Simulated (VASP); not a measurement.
**Ir: relaxation of cell and atoms with PBEsol**

Ir:

```
Ir
1.0
     0.00000    1.91590    1.91590
     1.91590    0.00000    1.91590
     1.91590    1.91590    0.00000
Ir
1
Cartesian
  0.0000 0.0000 0.0000
```

```yaml
Program: VASP 6.6.1
Task: relaxation of cell and atoms
Functional: PBEsol
Potentials_or_basis: VASP PAW PBE potentials, release 64 (Ir)
Cutoff: 600 eV
k_mesh: 18 × 18 × 18
Occupations: gaussian, width 0.1 eV
Spin: no spin polarisation
Dipole_correction: no
Further_INCAR_settings: ALGO = Fast; EDIFF = 1e-06; IBRION = 2; EDIFFG = -0.01; NSW = 80; ISIF = 3
```

| Property | Result |
| --- | --- |
| Relaxed volume | 14.09 Å³/atom |
| Relaxed cell | a = 2.711 Å, b = 2.711 Å, c = 2.711 Å, α = 60.00°, β = 60.00°, γ = 60.00° |
| Space group after relaxing (to 0.05 Å) | Fm-3m (No. 225) |
| Energy gained by relaxing | 0.0 meV/atom |
| Ionic steps | 3 |
| Pressure after relaxing | 0.0 GPa |

Final structure:
```
Ir
1.0
     0.00000    1.91689    1.91689
     1.91689    0.00000    1.91689
     1.91689    1.91689    0.00000
Ir
1
Direct
  0.00000 0.00000 0.00000
```

Levels at points of the mesh, in eV from the Fermi level:
```tsv
k point	band 2	band 3	band 4	band 5	band 6	band 7
(0.00, 0.00, 0.00)	-3.97	-3.97	-3.97	-1.23	-1.23	14.27
(0.50, 0.00, 0.00)	-4.06	-4.06	-0.87	0.87	0.87	7.23
(0.50, 0.50, 0.00)	-7.45	0.85	1.45	1.45	1.61	10.48
```

Run time: 24 s on 1 thread of Intel(R) Xeon(R) 6975P-C (Granite Rapids), with other jobs on the host, peak memory 0.17 GiB.

Caveat: the PAW data sets were made with another functional, which shifts forces and pressure a little; spin-orbit coupling is left out, which moves the levels of the heavy elements.
